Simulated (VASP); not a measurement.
**RbBr: single point with PBE**

RbBr:

```
CELL_PARAMETERS angstrom
0.00000 3.42700 3.42700
3.42700 0.00000 3.42700
3.42700 3.42700 0.00000
ATOMIC_POSITIONS crystal
Rb 0.00000 0.00000 0.00000
Br 0.50000 0.50000 0.50000
```

- Program: VASP 6.6.1
- Task: single point
- Functional: PBE
- Potentials or basis: VASP PAW PBE potentials, release 64 (Rb_sv, Br)
- Cutoff: 520 eV
- k mesh: 6 × 6 × 6
- Occupations: fermi-dirac, width 0.05 eV
- Spin: no spin polarisation
- Dipole correction: no
- Further INCAR settings: ALGO = Normal; EDIFF = 1e-06; NBANDS = 15

```
Pressure               : 1.0 GPa
Band gap on the k mesh : 4.36 eV, direct
```

Levels at points of the mesh, in eV from the valence-band top:
```
           k point  band 4  band 5  band 6  band 7  band 8  band 9  band 10  band 11  band 12  band 13
(0.00, 0.00, 0.00)   -8.49   -8.49    0.00    0.00    0.00    4.36     7.28     7.28     7.28     8.17
(0.50, 0.00, 0.00)   -8.50   -8.44   -0.99   -0.36   -0.36    6.81     7.72     9.49     9.49    10.17
(0.50, 0.50, 0.00)   -8.56   -8.56   -0.47   -0.16   -0.16    5.61     7.13     9.20     9.20     9.44
```

Wall time 21 s on 1 thread of Intel Xeon 8259CL (shared host), peak memory 0.2 GiB.

As with any semilocal functional, this PBE gap is likely too small.
